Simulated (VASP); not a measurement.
# Al (P6_3/mmc) in VASP: a series of runs

Runs on Al. Level: r2SCAN+D4. Tasks: single point, relaxation of cell and atoms.

Program: VASP 6.6.1. These are calculated values, not measurements. Logs are shortened: lines on timing, memory, paths and dates and some standing lists are left out, and cuts for length are marked.

**1. The cell of the first run**

Symmetry: P6_3/mmc, No. 194, hexagonal system. Conventional cell: a = 2.820 Å, b = 2.820 Å, c = 9.123 Å, α = 90.00°, β = 90.00°, γ = 120.00°. Al (site symmetry -3m) has 12 Al at 2.80 to 2.82 Å within 3.7 Å. Within 3.7 Å of Al (site symmetry -6m2) lie 12 Al at 2.80 to 2.82 Å.

**2. Single point, r2SCAN+D4**

Input file POSCAR:

```
Al
1.0
    2.8197033412      0.0000000000      0.0000000000
   -1.4098516706      2.4419347246      0.0000000000
    0.0000000000      0.0000000000      9.1231892675
Al
4
Direct
    0.0000000000      0.0000000000      0.0000000000
    0.0000000000      0.0000000000      0.5000000000
    0.3333333333      0.6666666667      0.2500000000
    0.6666666667      0.3333333333      0.7500000000
```

Input file INCAR.step1:

```
  PREC = Accurate
  ENCUT = 520
  ISMEAR = -1
  SIGMA = 0.2
  LREAL = False
  LASPH = True
  NELM = 80
  NBANDS = 14
  GGA = PE
  ALGO = Normal
  EDIFF = 1E-4
  LWAVE = True
  LCHARG = False
```

Input file INCAR.step2:

```
  PREC = Accurate
  ENCUT = 520
  EDIFF = 1E-6
  ISMEAR = -1
  SIGMA = 0.2
  LREAL = False
  LASPH = True
  NELM = 80
  ALGO = Normal
  ISIF = 2
  LWAVE = False
  LCHARG = False
  METAGGA = R2SCAN
  LMIXTAU = True
  IVDW = 13
  VDW_S6 = 1.0
  VDW_S8 = 0.6018749
  VDW_A1 = 0.51559235
  VDW_A2 = 5.77342911
  NBANDS = 14
  ISTART = 1
```

Input file KPOINTS:

```
regular mesh
0
Gamma
  7 7 2
```

Potentials or basis: VASP PAW PBE potentials, release 64 (Al).

Command:

```
$ cat potpaw_PBE.64/Al/POTCAR > POTCAR
$ cp INCAR.step1 INCAR
$ mpirun -np 1 vasp_std > vasp.out
$ cp INCAR.step2 INCAR
$ mpirun -np 1 vasp_std > vasp.out
```

OUTCAR:

```text
PREC = Accurate
   ENCUT = 520
   EDIFF = 1E-6
   ISMEAR = -1
   LREAL = False
   LASPH = True
   NELM = 80
   ISIF = 2
   METAGGA = R2SCAN
   IVDW = 13
   ISTART = 1

 ion  position               nearest neighbor table
   1  0.000  0.000  0.000-   3 2.80   4 2.80   3 2.80   4 2.80   4 2.80   3 2.80
   2  0.000  0.000  0.500-   3 2.80   4 2.80   3 2.80   4 2.80   4 2.80   3 2.80
   3  0.333  0.667  0.250-   1 2.80   2 2.80   1 2.80   2 2.80   1 2.80   2 2.80
   4  0.667  0.333  0.750-   1 2.80   2 2.80   1 2.80   2 2.80   1 2.80   2 2.80

  LATTYP: Found a hexagonal cell.
 ALAT       =     2.8197033412
 C/A-ratio  =     3.2355138692

  Lattice vectors:

 A1 = (   2.8197033412,   0.0000000000,   0.0000000000)
 A2 = (  -1.4098516706,   2.4419347246,   0.0000000000)
 A3 = (   0.0000000000,   0.0000000000,   9.1231892675)

Analysis of symmetry for initial positions (statically):
=====================================================================
 Subroutine PRICEL returns:
 Original cell was already a primitive cell.

 Routine SETGRP: Setting up the symmetry group for a
 hexagonal supercell.

 Subroutine GETGRP returns: Found 24 space group operations
 (whereof 12 operations were pure point group operations)
 out of a pool of 24 trial point group operations.

The static configuration has the point symmetry D_3d.
 The point group associated with its full space group is D_6h.

Analysis of symmetry for dynamics (positions and initial velocities):
=====================================================================
 Subroutine PRICEL returns:
 Original cell was already a primitive cell.

 Routine SETGRP: Setting up the symmetry group for a
 hexagonal supercell.

 Subroutine GETGRP returns: Found 24 space group operations
 (whereof 12 operations were pure point group operations)
 out of a pool of 24 trial point group operations.

The dynamic configuration has the point symmetry D_3d.
 The point group associated with its full space group is D_6h.

 Subroutine INISYM returns: Found 24 space group operations
 (whereof 12 operations are pure point group operations),
 and found     1 'primitive' translations

----------------------------------------------------------------------------------------

                                     Primitive cell

  volume of cell :      62.8180

  direct lattice vectors                    reciprocal lattice vectors
[... 92 lines left out ...]
   PSTRESS=    0.0 pullay stress
   NELECT =      12.0000    total number of electrons
   NUPDOWN=      -1.0000    fix difference up-down
   EMIN   =  10.00;   EMAX   =-10.00  energy-range for DOS
   EFERMI =   0.00;   METHOD = LEGACY
   ISMEAR =    -1;   SIGMA  =   0.20  broadening in eV -4-tet -1-fermi 0-gaus
   EFERMI_NEDOS =   21; number of points for ismear=-14 and -15
   IALGO  =     38    algorithm
   IMIX   =      4    mixing-type and parameters
     AMIX     =   0.40;   BMIX     =  1.00
     AMIX_MAG =   1.60;   BMIX_MAG =  1.00
  volume/ion in A,a.u.               =      15.70       105.98
  Fermi-wavevector in a.u.,A,eV,Ry     =   0.942845  1.781720 12.095003  0.888958
  Thomas-Fermi vector in A             =   2.070495
   LORBIT       =      0    0 simple, 1 ext, 2 COOP (PROOUT), +10 PAW based schemes
   METAGGA = R2SCAN    functional components
   LHFCALC =     F    Hartree Fock is set to
   AEXX    =    0.0000 exact exchange contribution
   IVDW    =    13    specifies the selected vdW correction
   LEPSILON=     F    determine dielectric tensor
   LRPA    =     F    only Hartree local field effects (RPA)
 non-spin polarized calculation
  energy-cutoff  :      520.00
  volume of cell :       62.82
 maximum number of plane-waves:      1710
 NGX is ok and might be reduce to    24
   NGX = 11   NGY = 11   NGZ = 33

 number of electron      12.0000000 magnetization

 Free energy of the ion-electron system (eV)
  ---------------------------------------------------
  ext. energy  EPLUGINS =         0.00000000
  ---------------------------------------------------
  free energy    TOTEN  =       -26.99930329 eV

  energy without entropy =      -26.83749587  energy(sigma->0) =      -26.91839958

 E-fermi :   8.4988     XC(G=0): -11.0958

 val. band max:        8.2694556453   @ k =   0.2857   0.2857   0.0000
 cond. band min:       8.6702315463   @ k =   0.2857   0.2857   0.0000
 fundamental gap:      0.4007759010
 Fermi energy:         8.4987700498

 k-point     1 :       0.0000    0.0000    0.0000
  band No.  band energies     occupation
      1      -3.6581      2.00000
      2      -1.7896      2.00000
      3      -1.7741      2.00000
      4       3.3940      2.00000
      5       4.0588      2.00000
      6      12.4984      0.00000
      7      12.5001      0.00000
      8      20.1905      0.00000
      9      20.1905      0.00000
     10      20.2885      0.00000
     11      20.2885      0.00000
     12      21.2709      0.00000
     13      21.2710      0.00000
     14      21.3891      0.00000
[... 241 lines left out ...]
      1       3.0882      2.00000
      2       3.0882      2.00000
      3       6.0547      1.99999
      4       6.0547      1.99999
      5       6.6076      1.99984
      6       6.6076      1.99984
      7       7.2904      1.99526
      8       7.2904      1.99526
      9      10.0033      0.00108
     10      10.0033      0.00108
     11      10.9049      0.00001
     12      10.9049      0.00001
     13      14.0718      0.00000
     14      14.0718      0.00000

------------------------ aborting loop because EDIFF is reached ----------------------------------------

  DFT-D4 for vdW energy calculation

  Edisp (eV):   -0.49478

  FORCE on cell =-STRESS in cart. coord.  units (eV):
  Direction    XX          YY          ZZ          XY          YZ          ZX
  --------------------------------------------------------------------------------------
  -------------------------------------------------------------------------------------
  Total       0.26577     0.26577     0.24650     0.00000    -0.00000     0.00000
  in kB       6.77857     6.77857     6.28694     0.00000    -0.00000     0.00000
  external pressure =        6.61 kB  Pullay stress =        0.00 kB

 VOLUME and BASIS-vectors are now :
 -----------------------------------------------------------------------------
  energy-cutoff  :      520.00
  volume of cell :       62.82
      direct lattice vectors                 reciprocal lattice vectors
     2.819703341  0.000000000  0.000000000     0.354647237  0.204755678  0.000000000
    -1.409851671  2.441934725  0.000000000     0.000000000  0.409511356  0.000000000
     0.000000000  0.000000000  9.123189268     0.000000000  0.000000000  0.109610792

 POSITION                                       TOTAL-FORCE (eV/Angst)
 -----------------------------------------------------------------------------------
      0.00000      0.00000      0.00000         0.000000     -0.000000      0.000000
      0.00000      0.00000      4.56159         0.000000     -0.000000      0.000000
     -0.00000      1.62796      2.28080        -0.000000      0.000000     -0.000000
      1.40985      0.81398      6.84239         0.000000      0.000000      0.000000
 -----------------------------------------------------------------------------------
    total drift:                               -0.000000      0.000000      0.000000

  FREE ENERGIE OF THE ION-ELECTRON SYSTEM (eV)
  ---------------------------------------------------
  free  energy   TOTEN  =       -27.4940815788 eV

  energy  without entropy=      -27.3322741574  energy(sigma->0) =      -27.41317787
```

OSZICAR.step1:

```text
N       E                     dE             d eps       ncg     rms          rms(c)
DAV:   1     0.806952952082E+01    0.80695E+01   -0.40827E+03   448   0.655E+02
DAV:   2    -0.143909219911E+02   -0.22460E+02   -0.20749E+02   596   0.952E+01
DAV:   3    -0.151048630150E+02   -0.71394E+00   -0.70688E+00   640   0.134E+01
DAV:   4    -0.151096700294E+02   -0.48070E-02   -0.48066E-02   538   0.136E+00
DAV:   5    -0.151097251786E+02   -0.55149E-04   -0.55150E-04   608   0.150E-01    0.274E+00
DAV:   6    -0.150541486632E+02    0.55577E-01   -0.56327E-03   504   0.420E-01    0.159E+00
DAV:   7    -0.150147563673E+02    0.39392E-01   -0.13840E-02   514   0.624E-01    0.225E-01
DAV:   8    -0.150143623818E+02    0.39399E-03   -0.25638E-04   596   0.859E-02    0.440E-02
DAV:   9    -0.150143064715E+02    0.55910E-04   -0.57617E-05   320   0.348E-02
   1 F= -.15014306E+02 E0= -.14925608E+02  d E =-.177398E+00
```

Wall time 70 s (1 thread of AMD EPYC 7R13 (Zen 3), shared host); peak memory 0.16 GiB.

What came out:

| Item | Value |
| --- | --- |
| Free energy | -27.4941 eV |
| Pressure | 0.7 GPa |
| Band gap on the k mesh | zero (band 6 reaches 12.83 eV, above the bottom of band 7 at 7.29 eV) |
| Dispersion energy per atom | -0.124 eV |

Caveat: the k points lie up to 0.37 Å⁻¹ apart; the PAW data sets were made with another functional, which shifts forces and pressure a little; pairwise dispersion overbinds metals, which lowers pressure and volume.

**3. Relaxation of cell and atoms, r2SCAN+D4, target pressure 1 GPa, at which the enthalpy is minimised**

This run uses another cell than the first one, of 15.90 Å³/atom, 1.012 times its volume.

Input file POSCAR:

```
Al
1.0
    2.8270770000      0.0000000000      0.0000000000
   -1.4135385000      2.4483205005      0.0000000000
    0.0000000000      0.0000000000      9.1859930000
Al
4
Direct
    0.0000000000      0.0000000000      0.0000000000
    0.0000000000      0.0000000000      0.5000000000
    0.3333333333      0.6666666667      0.2500000000
    0.6666666667      0.3333333333      0.7500000000
```

Input file INCAR.step1:

```
  ALGO = Normal
  EDIFF = 1E-4
  ENCUT = 600
  GGA = PE
  ISMEAR = -1
  LASPH = True
  LCHARG = False
  LREAL = False
  LWAVE = True
  NELM = 60
  PREC = Accurate
  SIGMA = 0.2
```

Input file INCAR.step2:

```
  ALGO = Normal
  EDIFF = 1E-6
  EDIFFG = -0.01
  ENCUT = 600
  IBRION = 2
  ISIF = 3
  ISMEAR = -1
  ISTART = 1
  IVDW = 13
  LASPH = True
  LCHARG = False
  LMIXTAU = True
  LREAL = False
  LWAVE = False
  METAGGA = R2SCAN
  NELM = 60
  NSW = 100
  PREC = Accurate
  PSTRESS = 10.0
  SIGMA = 0.2
  VDW_A1 = 0.51559235
  VDW_A2 = 5.77342911
  VDW_S6 = 1.0
  VDW_S8 = 0.6018749
```

Input file KPOINTS:

```
k-points
0
Gamma
  7 7 2
```

Potentials or basis: VASP PAW PBE potentials, release 64 (Al).

Command:

```
$ cat potpaw_PBE.64/Al/POTCAR > POTCAR
$ cp INCAR.step1 INCAR
$ mpirun -np 1 vasp_std > vasp.out
$ cp INCAR.step2 INCAR
$ mpirun -np 1 vasp_std > vasp.out
```

Wall time 3.4 min (1 thread of AMD EPYC 7R13 (Zen 3), shared host); peak memory 0.18 GiB.

Results (log left out):

```yaml
Free_energy: -27.4928 eV
Relaxed_volume: 15.65 Å³/atom
Relaxed_cell: a = 2.816 Å, b = 2.816 Å, c = 9.118 Å, α = 90.00°, β = 90.00°, γ = 120.00°
Space_group_after_relaxing_to_0.05_Å: P6_3/mmc (No. 194)
Energy_change_on_relaxing_the_enthalpy_is_what_falls: +0.2 meV/atom
Ionic_steps: 6
Pressure_after_relaxing: 1.0 GPa
Band_gap_on_the_k_mesh: zero (band 6 reaches 12.86 eV, above the bottom of band 7 at 7.33 eV)
Dispersion_energy_per_atom: -0.124 eV
```

Stress tensor (GPa, compression positive):
```
1.02 0.00 0.00
0.00 1.02 0.00
0.00 0.00 0.90
```

Step by step:
```tsv
step	energy change (eV)	largest force (eV/Å)	pressure (GPa)	volume (Å³)
1	0.0000	0.0000	-0.49	63.58
2	0.0038	0.0000	1.59	62.23
3	0.0013	0.0000	1.05	62.55
4	0.0011	0.0000	1.03	62.57
5	0.0010	0.0000	0.99	62.59
6	0.0009	0.0000	0.98	62.61
```

Final structure:
```yaml
crystal:
  lattice:
    - [2.81568, 0.00000, 0.00000]
    - [-1.40784, 2.43845, 0.00000]
    - [0.00000, 0.00000, 9.11845]
  atoms:
    - { symbol: Al, position: [0.00000, 0.00000, 0.00000] }
    - { symbol: Al, position: [0.00000, 0.00000, 0.50000] }
    - { symbol: Al, position: [0.33333, 0.66667, 0.25000] }
    - { symbol: Al, position: [0.66667, 0.33333, 0.75000] }
```

Levels at points of the mesh, in eV from the Fermi level:
```tsv
k point	band 2	band 3	band 4	band 5	band 6	band 7	band 8	band 9	band 10
(0.00, 0.00, 0.00)	-10.31	-10.29	-5.12	-4.45	3.99	3.99	11.74	11.74	11.83
(0.00, 0.00, 0.50)	-11.71	-7.99	-7.99	-0.76	-0.76	9.34	9.34	12.08	12.08
```

Caveat: the k points lie up to 0.37 Å⁻¹ apart in the final cell; the cell is relaxed towards a set pressure, so the enthalpy falls and the energy may rise; the PAW data sets were made with another functional, which shifts forces and pressure a little; pairwise dispersion overbinds metals, which lowers pressure and volume.
